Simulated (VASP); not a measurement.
Crystal: V.

```
V
1.0
    -1.51435    1.51435    1.51435
     1.51435   -1.51435    1.51435
     1.51435    1.51435   -1.51435
V
1
Direct
  0.00000 0.00000 0.00000
```

| Property | Result |
| --- | --- |
| Program | VASP 6.6.1 |
| Task | relaxation of cell and atoms |
| Functional | PBE |
| Potentials or basis | VASP PAW PBE potentials, release 64 (V_sv) |
| Cutoff | 600 eV |
| k mesh | 20 × 20 × 20 |
| Occupations | gaussian, width 0.1 eV |
| Spin | no spin polarisation |

At the start: pressure -5.3 GPa; volume 13.89 Å³/atom.

**Question.** Where does the relaxation end?

**Answer.** Over 6 steps the energy falls by 7.1 meV/atom and the volume is 13.47 Å³/atom (-3.0 %); space group Im-3m (No. 229, to 0.1 Å) before and after.

The path:
```csv
step,energy change (eV),largest force (eV/Å),pressure (GPa),volume (Å³)
1,0.0000,0.0000,-5.29,13.89
2,0.0033,0.0000,7.16,12.99
3,-0.0071,0.0000,-0.06,13.47
4,-0.0071,0.0000,0.11,13.46
5,-0.0071,0.0000,-0.15,13.48
6,-0.0071,0.0000,-0.05,13.47
```

Final structure:
```
V
1.0
    -1.49895    1.49895    1.49895
     1.49895   -1.49895    1.49895
     1.49895    1.49895   -1.49895
V
1
Direct
  0.00000 0.00000 0.00000
```
